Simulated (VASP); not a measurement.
Wanted: the native input for a VASP 6.6.1 run.

```
Task                   : single point
Functional             : PBE
Potentials or basis    : VASP PAW PBE potentials, release 64 (Zr_sv)
Cutoff                 : 520 eV
k mesh                 : 11 × 11 × 11
Occupations            : fermi-dirac, width 0.05 eV
Spin                   : no spin polarisation
Dipole correction      : no
Further INCAR settings : ALGO = Normal; EDIFF = 1e-06; NBANDS = 19
```

The structure of Zr lies in POSCAR:

```
Zr
1.0
    0.0000000000      3.0908578306      3.0908578306
    3.0908578306      0.0000000000      3.0908578306
    3.0908578306      3.0908578306      0.0000000000
Zr
2
Direct
   -0.1250000000     -0.1250000000     -0.1250000000
    0.1250000000      0.1250000000      0.1250000000
```

This isn't the form of Zr at room conditions, which is hcp.

These files were run (other wordings do the same):

INCAR

```
SYSTEM = Zr
PREC     = Accurate       ! precision mode
ENCUT    = 520            ! plane-wave cutoff, eV
EDIFF    = 1E-6           ! SCF threshold, eV
ISMEAR   = -1             ! smearing method
SIGMA    = 0.05           ! smearing width, eV
LREAL    = .FALSE.        ! projectors in reciprocal space
LASPH    = .TRUE.         ! aspherical terms in the spheres
NELM     = 60             ! most SCF steps
ALGO     = Normal         ! electronic algorithm
ISIF     = 2              ! what is computed and relaxed
LWAVE    = .FALSE.        ! write WAVECAR
LCHARG   = .TRUE.         ! write CHGCAR
GGA      = PE             ! functional
LELF     = .TRUE.         ! ELF
LVHAR    = .TRUE.       
NBANDS   = 19             ! bands
```

KPOINTS

```
Automatic mesh
0
G
  11 11 11
  0 0 0
```

Potentials or basis: VASP PAW PBE potentials, release 64 (Zr_sv).

Launch:

```bash
$ cat potpaw_PBE.64/Zr_sv/POTCAR > POTCAR
$ mpirun -np 1 vasp_std > vasp.out
```

Results of the run:

The pressure is 1.9 GPa. The band gap on the k mesh is zero (bands 12 and 13 overlap by 0.21 eV).

Run time: 38 s on 1 thread of Intel(R) Xeon(R) 6975P-C (Granite Rapids), on a shared host, peak memory 0.22 GiB.
